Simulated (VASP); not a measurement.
Au:

```
Au
1.0
     2.74841    0.00000    0.00000
     0.00000    2.74841    0.00000
     0.00000    0.00000    2.74841
Au
1
Direct
  0.50000 0.50000 0.50000
```

This isn't the form of Au at room conditions, which is fcc.

```yaml
Program: VASP 6.6.1
Task: relaxation of cell and atoms
Functional: B3LYP
Potentials_or_basis: VASP PAW PBE potentials, release 64 (Au)
Cutoff: 600 eV
k_mesh: 5 × 5 × 5
Occupations: fermi-dirac, width 0.05 eV
Spin: no spin polarisation
```

At the start: pressure 5.9 GPa; volume 20.76 Å³/atom.

**Question.** How do energy, volume and symmetry change on relaxing?

**Answer.** Over 3 steps the energy falls by 21.5 meV/atom and the volume is 22.01 Å³/atom (+6.0 %); space group Pm-3m (No. 221, to 0.1 Å) before and after.

Step by step:
| step | energy change (eV) | largest force (eV/Å) | pressure (GPa) | volume (Å³) |
| --- | --- | --- | --- | --- |
| 1 | 0.0000 | 0.0000 | 5.91 | 20.76 |
| 2 | -0.0076 | 0.0000 | -3.69 | 23.15 |
| 3 | -0.0215 | 0.0000 | -0.04 | 22.01 |

Final structure:
```
Au
1.0
     2.80265    0.00000    0.00000
     0.00000    2.80265    0.00000
     0.00000    0.00000    2.80265
Au
1
Direct
  0.50000 0.50000 0.50000
```

Caveat: the k points lie up to 0.45 Å⁻¹ apart in the final cell, too coarse for converged energies and pressures of a metal; the PAW data sets were made with another functional, which shifts forces and pressure a little.
